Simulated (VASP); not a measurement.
Crystal: CuO.

```xyz
4
Lattice="2.3418 -1.7113 0.0000 2.3418 1.7113 0.0000 -0.8500 0.0000 5.0579" Properties=species:S:1:pos:R:3 pbc="T T T"
Cu    0.7459   -0.8557    2.5289
Cu    1.1709    0.8557    0.0000
O     1.7043    0.2793    3.7934
O     2.1293   -0.2793    1.2645
```

| Item | Value |
| --- | --- |
| Program | VASP 6.6.1 |
| Task | relaxation of cell and atoms |
| Functional | PBEsol |
| Dispersion | D3(BJ) |
| Potentials or basis | VASP PAW PBE potentials, release 64 (Cu, O) |
| Cutoff | 600 eV |
| k mesh | 10 × 10 × 5 |
| Occupations | fermi-dirac, width 0.05 eV |
| Spin | no spin polarisation |

At the start: pressure -6.0 GPa; volume 10.13 Å³/atom.

Where does the relaxation end?

Over 51 steps the energy falls by 21.3 meV/atom and the volume is 10.45 Å³/atom (+3.1 %); space group C2/c (No. 15, to 0.1 Å) before, Cccm (No. 66, to 0.1 Å).

The path:
```
step  energy change (eV)  largest force (eV/Å)  pressure (GPa)  volume (Å³)
   1              0.0000                0.3211           -6.03        40.54
   3             -0.0304                0.1530            0.43        39.23
   5             -0.0339                0.0843            0.51        39.27
   7             -0.0354                0.0037            0.48        39.35
   9             -0.0424                0.0622           -2.18        40.28
  11             -0.0465                0.0621           -1.91        40.34
  13             -0.0607                0.0535           -0.46        40.58
  15             -0.0695                0.0188            2.44        40.85
  17             -0.0740                0.0205            0.68        41.44
  19             -0.0740                0.0209            0.55        41.47
  21             -0.0771                0.0348           -0.07        41.49
  23             -0.0777                0.0436           -0.44        41.50
  25             -0.0781                0.0366            0.09        41.38
  27             -0.0785                0.0325            0.27        41.31
  29             -0.0791                0.0354            0.11        41.34
  31             -0.0814                0.0506            0.35        41.43
  33             -0.0823                0.0783            0.41        41.58
  35             -0.0830                0.0452           -0.82        41.89
  37             -0.0834                0.0413           -0.41        41.77
  39             -0.0839                0.0020            0.16        41.67
  41             -0.0841                0.0122           -0.07        41.71
  43             -0.0841                0.0171           -0.27        41.74
  45             -0.0844                0.0134           -0.11        41.70
  47             -0.0847                0.0011            0.17        41.67
  49             -0.0851                0.0181           -0.06        41.73
  51             -0.0854                0.0092           -0.07        41.79
```

Final structure:
```
Cu O
1.0
     2.07950   -1.96492    0.15693
     2.07950    1.96492    0.15693
    -0.39102    0.00000    5.08390
Cu O
2 2
Direct
  0.50000 0.00000 0.50000
  0.00000 0.50000 0.00000
  0.49917 0.50082 0.75000
  0.50082 0.49917 0.25000
```

Caveat: the PAW data sets were made with another functional, which shifts forces and pressure a little.
